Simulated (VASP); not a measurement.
# Rb3Ag (Pm-3m) in VASP: settings compared

Rb3Ag is run at these levels: pbe exchange, lyp correlation; tasks: single point.

All numbers are computed with VASP 6.6.1; they aren't measurements. Logs are shortened: lines on timing, memory, paths and dates and some standing lists are left out, and cuts for length are marked.

### 1 The cell of the first run

It takes space group Pm-3m (No. 221, cubic). Conventional cell: a = 4.702 Å, b = 4.702 Å, c = 4.702 Å, α = 90.00°, β = 90.00°, γ = 90.00°. Rb (site symmetry 4/mmm) has 8 Rb at 3.32 Å and 4 Ag at 3.32 Å within 4.4 Å. Ag (site symmetry m-3m) has 12 Rb at 3.32 Å within 4.4 Å.

### 2 Single point, pbe exchange, lyp correlation

INCAR

```
SYSTEM = Rb3Ag
PREC = Accurate ; ENCUT = 500
EDIFF = 1E-6 ; ISMEAR = 0
SIGMA = 0.05 ; LREAL = .FALSE.
LASPH = .TRUE. ; NELM = 120
ALGO = Normal ; ISIF = 2
LWAVE = .FALSE. ; LCHARG = .FALSE.
GGA = LIBXC ; LIBXC1 = GGA_X_PBE
LIBXC2 = GGA_C_LYP ; NBANDS = 27
GGA_COMPAT = .FALSE.
```

KPOINTS

```
Automatic mesh
0
G
  4 4 4
  0 0 0
```

POSCAR

```
Rb3Ag
1.0
    4.7017708370      0.0000000000      0.0000000000
    0.0000000000      4.7017708370      0.0000000000
    0.0000000000      0.0000000000      4.7017708370
Rb Ag
3 1
Direct
    0.0000000000      0.5000000000      0.5000000000
    0.5000000000      0.0000000000      0.5000000000
    0.5000000000      0.5000000000      0.0000000000
    0.0000000000      0.0000000000      0.0000000000
```

Potentials or basis: VASP PAW PBE potentials, release 64 (Rb_sv, Ag).

Started as:

```
$ cat potpaw_PBE.64/Rb_sv/POTCAR potpaw_PBE.64/Ag/POTCAR > POTCAR
$ mpirun -np 1 vasp_std > vasp.out
```

OUTCAR:

```text
SYSTEM = Rb3Ag
   PREC = Accurate
   ENCUT = 500
   EDIFF = 1E-6
   ISMEAR = 0
   LREAL = .FALSE.
   LASPH = .TRUE.
   NELM = 120
   ISIF = 2
   GGA = LIBXC

 ion  position               nearest neighbor table
   1  0.000  0.500  0.500-   2 3.32   3 3.32   4 3.32   3 3.32   4 3.32   2 3.32   4 3.32   4 3.32
                             2 3.32   3 3.32   3 3.32   2 3.32   2 5.76   2 5.76   3 5.76   3 5.76
   2  0.500  0.000  0.500-   1 3.32   3 3.32   4 3.32   3 3.32   4 3.32   1 3.32   3 3.32   3 3.32
                             1 3.32   4 3.32   4 3.32   1 3.32   3 5.76   3 5.76   1 5.76   3 5.76
   3  0.500  0.500  0.000-   1 3.32   2 3.32   4 3.32   1 3.32   2 3.32   2 3.32   4 3.32   2 3.32
                             1 3.32   4 3.32   1 3.32   4 3.32   1 5.76   2 5.76   1 5.76   2 5.76
   4  0.000  0.000  0.000-   1 3.32   2 3.32   3 3.32   1 3.32   2 3.32   1 3.32   3 3.32   1 3.32
                             2 3.32   3 3.32   2 3.32   3 3.32

  LATTYP: Found a simple cubic cell.
 ALAT       =     4.7017708370

  Lattice vectors:

 A1 = (   4.7017708370,   0.0000000000,   0.0000000000)
 A2 = (   0.0000000000,   4.7017708370,   0.0000000000)
 A3 = (   0.0000000000,   0.0000000000,   4.7017708370)

Analysis of symmetry for initial positions (statically):
=====================================================================
 Subroutine PRICEL returns:
 Original cell was already a primitive cell.

 Routine SETGRP: Setting up the symmetry group for a
 simple cubic supercell.

 Subroutine GETGRP returns: Found 48 space group operations
 (whereof 48 operations were pure point group operations)
 out of a pool of 48 trial point group operations.

The static configuration has the point symmetry O_h .

Analysis of symmetry for dynamics (positions and initial velocities):
=====================================================================
 Subroutine PRICEL returns:
 Original cell was already a primitive cell.

 Routine SETGRP: Setting up the symmetry group for a
 simple cubic supercell.

 Subroutine GETGRP returns: Found 48 space group operations
 (whereof 48 operations were pure point group operations)
 out of a pool of 48 trial point group operations.

The dynamic configuration has the point symmetry O_h .

 Subroutine INISYM returns: Found 48 space group operations
 (whereof 48 operations are pure point group operations),
 and found     1 'primitive' translations

----------------------------------------------------------------------------------------

                                     Primitive cell

  volume of cell :     103.9404

  direct lattice vectors                    reciprocal lattice vectors
     4.701770837  0.000000000  0.000000000     0.212685823  0.000000000  0.000000000
     0.000000000  4.701770837  0.000000000     0.000000000  0.212685823  0.000000000
     0.000000000  0.000000000  4.701770837     0.000000000  0.000000000  0.212685823

  length of vectors
     4.701770837  4.701770837  4.701770837     0.212685823  0.212685823  0.212685823

  position of ions in fractional coordinates (direct lattice)
     0.000000000  0.500000000  0.500000000
     0.500000000  0.000000000  0.500000000
     0.500000000  0.500000000  0.000000000
     0.000000000  0.000000000  0.000000000

  ion indices of the primitive-cell ions
   primitive index   ion index
                 1           1
                 2           2
                 3           3
                 4           4

----------------------------------------------------------------------------------------

 KPOINTS: Automatic mesh

Automatic generation of k-mesh.
 Grid dimensions read from file:
 generate k-points for:    4    4    4

 Generating k-lattice:

  Cartesian coordinates                     Fractional coordinates (reciprocal lattice)
     0.053171456  0.000000000  0.000000000     0.250000000  0.000000000  0.000000000
     0.000000000  0.053171456  0.000000000     0.000000000  0.250000000  0.000000000
     0.000000000  0.000000000  0.053171456     0.000000000  0.000000000  0.250000000

  Length of vectors
     0.053171456  0.053171456  0.053171456

  Shift w.r.t. Gamma in fractional coordinates (k-lattice)
     0.000000000  0.000000000  0.000000000

 Subroutine IBZKPT returns following result:
 ===========================================

 Found     10 irreducible k-points:

 Following reciprocal coordinates:
            Coordinates               Weight
  0.000000  0.000000  0.000000      1.000000
  0.250000  0.000000  0.000000      6.000000
  0.500000  0.000000  0.000000      3.000000
  0.250000  0.250000  0.000000     12.000000
  0.500000  0.250000  0.000000     12.000000
  0.500000  0.500000  0.000000      3.000000
  0.250000  0.250000  0.250000      8.000000
  0.500000  0.250000  0.250000     12.000000
  0.500000  0.500000  0.250000      6.000000
  0.500000  0.500000  0.500000      1.000000
   k-points           NKPTS =     10   k-points in BZ     NKDIM =     10   number of bands    NBANDS=     27
   number of dos      NEDOS =    301   number of ions     NIONS =      4
   total plane-waves  NPLWV =  46656
   dimension x,y,z NGX =    36 NGY =   36 NGZ =   36
   dimension x,y,z NGXF=    72 NGYF=   72 NGZF=   72
   ions per type =               3   1
   NGX,Y,Z   is equivalent  to a cutoff of  12.73, 12.73, 12.73 a.u.
   NGXF,Y,Z  is equivalent  to a cutoff of  25.46, 25.46, 25.46 a.u.
 SYSTEM =  Rb3Ag
   PREC   = accura    normal or accurate (medium, high low for compatibility)
   ISTART =      0    job   : 0-new  1-cont  2-samecut
   ICHARG =      2    charge: 1-file 2-atom 10-const
   ISPIN  =      1    spin polarized calculation?
   LNONCOLLINEAR =      F non collinear calculations
   LSORBIT =      F    spin-orbit coupling
   LASPH  =      T    aspherical Exc in radial PAW
   ENCUT  =  500.0 eV  36.75 Ry    6.06 a.u.   8.57  8.57  8.57*2*pi/ulx,y,z
   NELM   =    120;   NELMIN=  2; NELMDL= -5     # of ELM steps
   EDIFF  = 0.1E-05   stopping-criterion for ELM
   LREAL  =      F    real-space projection
   EDIFFG = 0.1E-04   stopping-criterion for IOM
   NSW    =      0    number of steps for IOM
   IBRION =     -1    ionic relax: 0-MD 1-quasi-New 2-CG
   NFREE  =      0    steps in history (QN), initial steepest desc. (CG)
   ISIF   =      2    stress and relaxation
   ISYM   =      2    0-nonsym 1-usesym 2-fastsym
   POTIM  = 0.5000    time-step for ionic-motion
   TEBEG  =    0.0;   TEEND  =   0.0 temperature during run
   PSTRESS=    0.0 pullay stress
   NELECT =      38.0000    total number of electrons
   NUPDOWN=      -1.0000    fix difference up-down
   EMIN   =  10.00;   EMAX   =-10.00  energy-range for DOS
   EFERMI =   0.00;   METHOD = LEGACY
   ISMEAR =     0;   SIGMA  =   0.05  broadening in eV -4-tet -1-fermi 0-gaus
   EFERMI_NEDOS =   21; number of points for ismear=-14 and -15
   IALGO  =     38    algorithm
   IMIX   =      4    mixing-type and parameters
     AMIX     =   0.40;   BMIX     =  1.00
     AMIX_MAG =   1.60;   BMIX_MAG =  1.00
  volume/ion in A,a.u.               =      25.99       175.36
  Fermi-wavevector in a.u.,A,eV,Ry     =   1.170598  2.212110 18.644070  1.370300
  Thomas-Fermi vector in A             =   2.307054
   LORBIT       =      0    0 simple, 1 ext, 2 COOP (PROOUT), +10 PAW based schemes
   GGA     = LIBXC    functional components
   LHFCALC =     F    Hartree Fock is set to
   AEXX    =    0.0000 exact exchange contribution
   IVDW    =     0    specifies the selected vdW correction
   LEPSILON=     F    determine dielectric tensor
   LRPA    =     F    only Hartree local field effects (RPA)
 non-spin polarized calculation
 Gauss-broadening in eV      SIGMA  =   0.05
  energy-cutoff  :      500.00
  volume of cell :      103.94
 maximum number of plane-waves:      2666
 NGX is ok and might be reduce to    36
   NGX = 17   NGY = 17   NGZ = 17

 number of electron      38.0000010 magnetization

 Free energy of the ion-electron system (eV)
  ---------------------------------------------------
  ext. energy  EPLUGINS =         0.00000000
  ---------------------------------------------------
  free energy    TOTEN  =        -0.06878279 eV

  energy without entropy =       -0.06109341  energy(sigma->0) =       -0.06493810

 E-fermi :   5.9189     XC(G=0):  -9.1474

 val. band max:        5.9006372403   @ k =   0.5000   0.0000   0.0000
 cond. band min:       5.9410048114   @ k =   0.5000   0.2500   0.2500
 fundamental gap:      0.0403675711
 Fermi energy:         5.9189173381

 k-point     1 :       0.0000    0.0000    0.0000
  band No.  band energies     occupation
      1     -23.9423      2.00000
      2     -23.3635      2.00000
      3     -23.3635      2.00000
      4      -8.8180      2.00000
      5      -8.8180      2.00000
      6      -8.8180      2.00000
[... 19 lines left out ...]
     26       9.4098      0.00000
     27       9.4098      0.00000

 k-point     2 :       0.2500    0.0000    0.0000
  band No.  band energies     occupation
      1     -23.8709      2.00000
      2     -23.4397      2.00000
      3     -23.3614      2.00000
      4      -8.6815      2.00000
      5      -8.6815      2.00000
      6      -8.6229      2.00000
[... 19 lines left out ...]
     26       9.3699      0.00000
     27       9.4975      0.00000

 k-point     3 :       0.5000    0.0000    0.0000
  band No.  band energies     occupation
      1     -23.7537      2.00000
      2     -23.5617      2.00000
      3     -23.3593      2.00000
      4      -8.4895      2.00000
      5      -8.4895      2.00000
      6      -8.0940      2.00000
[... 174 lines left out ...]
      1     -23.5539      2.00000
      2     -23.5523      2.00000
      3     -23.5523      2.00000
      4      -9.3472      2.00000
      5      -8.6951      2.00000
      6      -8.4076      2.00000
[... 19 lines left out ...]
     26       9.8989      0.00000
     27       9.8989      0.00000

 k-point    10 :       0.5000    0.5000    0.5000
  band No.  band energies     occupation
      1     -23.5496      2.00000
      2     -23.5496      2.00000
      3     -23.5496      2.00000
      4      -9.6374      2.00000
      5      -8.6612      2.00000
      6      -8.6612      2.00000
[... 19 lines left out ...]
     26       9.9755      0.00000
     27       9.9755      0.00000

------------------------ aborting loop because EDIFF is reached ----------------------------------------

  FORCE on cell =-STRESS in cart. coord.  units (eV):
  Direction    XX          YY          ZZ          XY          YZ          ZX
  --------------------------------------------------------------------------------------
  -------------------------------------------------------------------------------------
  Total       13.0777309     13.0777309     13.0777309     -0.0000000     -0.0000000      0.0000000
  in kB      201.5851818    201.5851818    201.5851818     -0.0000000     -0.0000000      0.0000000
  external PRESSURE =     201.5851818 kB  Pullay stress =       0.0000000 kB

 VOLUME and BASIS-vectors are now :
 -----------------------------------------------------------------------------
  energy-cutoff  :      500.00
  volume of cell :      103.94
      direct lattice vectors                 reciprocal lattice vectors
     4.701770837  0.000000000  0.000000000     0.212685823  0.000000000  0.000000000
     0.000000000  4.701770837  0.000000000     0.000000000  0.212685823  0.000000000
     0.000000000  0.000000000  4.701770837     0.000000000  0.000000000  0.212685823

 POSITION                                       TOTAL-FORCE (eV/Angst)
 -----------------------------------------------------------------------------------
      0.00000      2.35089      2.35089         0.000000      0.000000      0.000000
      2.35089      0.00000      2.35089         0.000000      0.000000      0.000000
      2.35089      2.35089      0.00000         0.000000      0.000000      0.000000
      0.00000      0.00000      0.00000         0.000000      0.000000      0.000000
 -----------------------------------------------------------------------------------
    total drift:                                0.000000      0.000000      0.000000

  FREE ENERGIE OF THE ION-ELECTRON SYSTEM (eV)
  ---------------------------------------------------
  free  energy   TOTEN  =        -0.0687827928 eV

  energy  without entropy=       -0.0610934079  energy(sigma->0) =       -0.06493810
```

Run time: 22 s. Hardware: 1 thread of AMD EPYC 7R13 (Zen 3), shared host; peak memory 0.18 GiB.

What came out:

```
Free energy            : -0.0688 eV
Pressure               : 20.2 GPa
Band gap on the k mesh : zero (bands 19 and 20 overlap by 0.88 eV)
```

Levels at points of the mesh, in eV from the Fermi level:
| k point | band 17 | band 18 | band 19 | band 20 | band 21 | band 22 |
| --- | --- | --- | --- | --- | --- | --- |
| (0.00, 0.00, 0.00) | -5.73 | -4.79 | -1.82 | 1.18 | 1.18 | 1.46 |
| (0.50, 0.00, 0.00) | -5.51 | -2.89 | -1.55 | -0.02 | 1.12 | 1.12 |
| (0.50, 0.50, 0.00) | -5.49 | -2.57 | -0.03 | -0.03 | 0.24 | 1.89 |
| (0.50, 0.50, 0.50) | -5.55 | -3.85 | 0.85 | 0.85 | 0.85 | 2.09 |

Caveat: the cell stands under pressure; the PAW data sets were made with another functional, which shifts forces and pressure a little.

### 3 Single point, pbe exchange, lyp correlation

This run uses another cell than the first one, of 31.87 Å³/atom.

INCAR

```
  PREC = Accurate
  ENCUT = 500
  EDIFF = 1E-6
  ISMEAR = 0
  SIGMA = 0.05
  LREAL = False
  LASPH = True
  NELM = 120
  ALGO = Normal
  ISIF = 2
  LWAVE = False
  LCHARG = False
  GGA = LIBXC
  LIBXC1 = GGA_X_PBE
  LIBXC2 = GGA_C_LYP
  NBANDS = 27
  GGA_COMPAT = False
```

KPOINTS

```
Automatic mesh
0
Gamma
  4 4 4
```

POSCAR

```
Rb3Ag
1.0
    5.0327288241      0.0000000000      0.0000000000
    0.0000000000      5.0327288241      0.0000000000
    0.0000000000      0.0000000000      5.0327288241
Rb Ag
3 1
Direct
    0.0000000000      0.5000000000      0.5000000000
    0.5000000000      0.0000000000      0.5000000000
    0.5000000000      0.5000000000      0.0000000000
    0.0000000000      0.0000000000      0.0000000000
```

Potentials or basis: VASP PAW PBE potentials, release 64 (Rb_sv, Ag).

Started as:

```
$ cat potpaw_PBE.64/Rb_sv/POTCAR potpaw_PBE.64/Ag/POTCAR > POTCAR
$ mpirun -np 1 vasp_std > vasp.out
```

It took 27 s on 1 thread of AMD EPYC 7R13 (Zen 3), shared host; peak memory 0.21 GiB.

The run converged. Its results:

```yaml
Free_energy: -2.1949 eV
Pressure: 10.0 GPa
Band_gap_on_the_k_mesh: zero (bands 19 and 20 overlap by 1.00 eV)
```

Levels at points of the mesh, in eV from the Fermi level:
| k point | band 16 | band 17 | band 18 | band 19 | band 20 | band 21 | band 22 | band 23 |
| --- | --- | --- | --- | --- | --- | --- | --- | --- |
| (0.00, 0.00, 0.00) | -5.14 | -5.14 | -4.36 | -1.44 | 1.26 | 1.26 | 1.71 | 1.71 |
| (0.50, 0.00, 0.00) | -5.04 | -5.04 | -2.90 | -1.49 | 0.06 | 1.16 | 1.16 | 2.00 |
| (0.50, 0.50, 0.00) | -5.04 | -5.00 | -2.50 | -0.26 | -0.26 | 0.61 | 1.19 | 2.26 |
| (0.50, 0.50, 0.50) | -5.03 | -5.03 | -3.22 | 0.73 | 0.73 | 0.73 | 1.51 | 1.51 |

Caveat: the cell stands under pressure; the PAW data sets were made with another functional, which shifts forces and pressure a little.
